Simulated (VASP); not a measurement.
Wanted: the native input for a VASP 6.6.1 run.

```
Task                   : electric field gradients
Functional             : PBEsol
Potentials or basis    : VASP PAW PBE potentials, release 64 (W_sv, Se)
Cutoff                 : 520 eV
k mesh                 : 11 × 11 × 3
Occupations            : fermi-dirac, width 0.08 eV
Spin                   : no spin polarisation
Dipole correction      : no
Further INCAR settings : ALGO = Normal; EDIFF = 1e-08; NBANDS = 35
```

The structure of WSe2 lies in POSCAR:

```
WSe2
1.0
    3.3886984040      0.0000000000      0.0000000000
   -1.6943492020      2.9346989036      0.0000000000
    0.0000000000      0.0000000000     12.9700000000
W Se
2 4
Direct
    0.3333333333      0.6666666667      0.2500000000
    0.6666666667      0.3333333333      0.7500000000
    0.3333333333      0.6666666667      0.6210000000
    0.6666666667      0.3333333333      0.1210000000
    0.3333333333      0.6666666667      0.8790000000
    0.6666666667      0.3333333333      0.3790000000
```

This cell differs from its parent crystal: equal xx and yy strain of +3 %.

These files were run (other wordings do the same):

INCAR

```
ALGO = Normal
EDIFF = 1E-8
ENCUT = 520
GGA = PS
ISIF = 2
ISMEAR = -1
LASPH = T
LCHARG = F
LEFG = T
LREAL = F
LWAVE = F
NBANDS = 35
NELM = 80
PREC = Accurate
SIGMA = 0.08
```

KPOINTS

```
k-points
0
Gamma
  11 11 3
```

Potentials or basis: VASP PAW PBE potentials, release 64 (W_sv, Se).

The run is started by

```console
$ cat potpaw_PBE.64/W_sv/POTCAR potpaw_PBE.64/Se/POTCAR > POTCAR
$ mpirun -np 1 vasp_std > vasp.out
```

Results of the run:

The pressure is -7.7 GPa. The largest force is 0.652 eV/Å and the band gap on the k mesh is 0.90 eV, indirect (least direct gap 1.46 eV).

Caveat: the cell differs from its parent crystal (equal xx and yy strain of +3 %); without QUAD_EFG the Cq values of the log hold for a quadrupole moment of 1 mb, not for the nuclei; the PAW data sets were made with another functional, which shifts forces and pressure a little; spin-orbit coupling is left out, which moves the levels of the heavy elements; this functional lacks dispersion, which binds the layers, so the pressure and a relaxed spacing across them are unreliable.

It took 2.8 min on 1 thread of AMD EPYC 7R13 Processor (Zen 3), on a shared host, peak memory 0.28 GiB.
